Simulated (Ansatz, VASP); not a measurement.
## Two plane-wave programs on Sn3Se

```
CELL_PARAMETERS angstrom
4.75273 0.00000 0.00000
0.00000 4.75273 0.00000
0.00000 0.00000 4.75273
ATOMIC_POSITIONS crystal
Sn 0.00000 0.50000 0.50000
Sn 0.50000 0.00000 0.50000
Sn 0.50000 0.50000 0.00000
Se 0.00000 0.00000 0.00000
```

Alike in both runs: functional PBE; k mesh 10 × 10 × 10; occupations gaussian, width 0.1 eV; no spin polarisation.

Ansatz relaxed the structure, and its values are those at the end. VASP's run is a single point on that final structure, the one shown.

|  | VASP | Ansatz |
| --- | --- | --- |
| version | VASP 6.6.1 | Ansatz 0.2.0 |
| potentials or method | VASP PAW PBE potentials, release 64 (Sn_d, Se), cutoff 520 eV | scalar-relativistic, plane waves, PAW |
| valence electrons in the cell | 48 | 58 |

|  | VASP | Ansatz | Ansatz less VASP |
| --- | --- | --- | --- |
| gap on the k mesh at the Fermi level (eV) | none | none | - |
| pressure (GPa) | 0.0 | 0.0 | +0.04 |

A gap of «none» marks a metal or a gap that the smearing closes. The functional is the same, so the differences come from potentials, cutoffs and numerics. VASP's potentials hold 48 valence electrons a cell and Ansatz's 58, so a difference there can come from the potentials and not from the codes.
